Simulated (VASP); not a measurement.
Write the native input for VASP 6.6.1 that does the following.

```yaml
Task: single point
Functional: PBE
Potentials_or_basis: VASP PAW PBE potentials, release 64 (Gd, B)
Cutoff: 520 eV
k_mesh: 10 × 10 × 10
Occupations: gaussian, width 0.05 eV
Spin: collinear spin, ferromagnetic start
Starting_moments: "[7.86, 0.42] μB"
Hubbard_terms: Gd f U = 6.0 eV
Dipole_correction: no
Further_INCAR_settings: ALGO = Normal; EDIFF = 1e-06; NBANDS = 22
```

The structure of GdB lies in POSCAR:

```
GdB
1.0
    0.0000000000      2.7279873406      2.7279873406
    2.7279873406      0.0000000000      2.7279873406
    2.7279873406      2.7279873406      0.0000000000
Gd B
1 1
Direct
    0.5000000000      0.5000000000      0.5000000000
    0.0000000000      0.0000000000      0.0000000000
```

These files were run (other wordings do the same):

INCAR

```
PREC = Accurate
ENCUT = 520
EDIFF = 1E-6
ISMEAR = 0
SIGMA = 0.05
LREAL = F
LASPH = T
NELM = 150
ALGO = Normal
ISIF = 2
LWAVE = F
LCHARG = T
ISPIN = 2
MAGMOM = 7.86 0.42
LORBIT = 11
LMAXMIX = 6
LDAU = T
LDAUTYPE = 2
LDAUL = 3 -1
LDAUU = 6 0
LDAUJ = 0 0
LDAUPRINT = 1
GGA = PE
LELF = T
LVHAR = T
NBANDS = 22
```

KPOINTS

```
regular mesh
0
Gamma
  10 10 10
```

Potentials or basis: VASP PAW PBE potentials, release 64 (Gd, B).

Run with:

```bash
$ cat potpaw_PBE.64/Gd/POTCAR potpaw_PBE.64/B/POTCAR > POTCAR
$ mpirun -np 1 vasp_std > vasp.out
```

It gave:

The pressure is -1.1 GPa and the net moment is 8.04 μB per cell. The site moments are Gd +7.04; B +0.22 μB and the valence electrons inside the program's atomic spheres are Gd 15.17; B 1.62.

Caveat: a cell with one magnetic atom can't hold antiferromagnetic order, which such compounds often take.

Wall time 110 s on 1 thread of AMD EPYC 9R45 96-Core Processor (Zen 5) (shared host), peak memory 0.21 GiB.
